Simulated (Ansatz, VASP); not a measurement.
Si4N: VASP beside Ansatz

File INCAR:

```
PREC = Accurate ; ENCUT = 600
EDIFF = 1E-7 ; ISMEAR = 0
SIGMA = 0.1 ; LREAL = F
LASPH = T ; NELM = 60
ALGO = Normal ; ISIF = 3
LWAVE = F ; LCHARG = F
GGA = PE ; IBRION = 2
NSW = 100 ; EDIFFG = -0.01
```

Contents of KPOINTS:

```
Automatic mesh
0
Gamma
  12 12 4
```

The input POSCAR:

```
Si4N
1.0
    3.8166439455      0.0000000000      0.0000000000
   -1.9083219728      3.3053106140      0.0000000000
    0.0000000000      0.0000000000      7.5197412063
Si N
4 1
Direct
    0.0000000000      0.0000000000      0.7812356991
    0.0000000000      0.0000000000      0.2187643009
    0.3333333333      0.6666666667      0.3442121613
    0.3333333333      0.6666666667      0.6557878387
    0.0000000000      0.0000000000      0.0000000000
```

Input for Ansatz:

```yaml
crystal:
  lattice:
    - [3.8166439455, 0.0, 0.0]
    - [-1.9083219728, 3.305310614, 0.0]
    - [0.0, 0.0, 7.5197412063]
  atoms:
    - { symbol: Si, position: [0.0, 0.0, 0.7812356991] }
    - { symbol: Si, position: [0.0, 0.0, 0.2187643009] }
    - { symbol: Si, position: [0.3333333333, 0.6666666667, 0.3442121613] }
    - { symbol: Si, position: [0.3333333333, 0.6666666667, 0.6557878387] }
    - { symbol: "N", position: [0.0, 0.0, 0.0] }
basis:
  ecutwfc: 420
kpoints:
  mp_grid: { grid: [12, 12, 4] }
hamiltonian:
  xc: pbe
scf:
  occupations: { method: gaussian, width: 0.1 }
output:
  forces: true
  stress: true
  eigenvalues: true
relax:
  adjacent_minimum: "off"
  f_tol: 0.01
  max_steps: 80
  cell: { stress_tol: 0.05 }
```

Alike in both runs: task relaxation of cell and atoms; functional PBE; k mesh 12 × 12 × 4; occupations gaussian, width 0.1 eV; no spin polarisation.

|  | VASP | Ansatz |
| --- | --- | --- |
| version | VASP 6.6.1 | Ansatz 0.2.0 |
| potentials or method | VASP PAW PBE potentials, release 64 (Si, N), cutoff 600 eV | scalar-relativistic, plane waves, PAW |
| valence electrons in the cell | 21 | 21 |

```csv
,VASP,Ansatz,Ansatz less VASP
"gap on the k mesh at the Fermi level, each at its own relaxed structure (eV)",none,none,-
relaxed volume (Å³/atom),18.92,18.97,+0.045
relaxed cell length with the largest relative difference (Å),3.816,3.821,+0.0050
```

A gap of «none» marks a metal or a gap that the smearing closes.
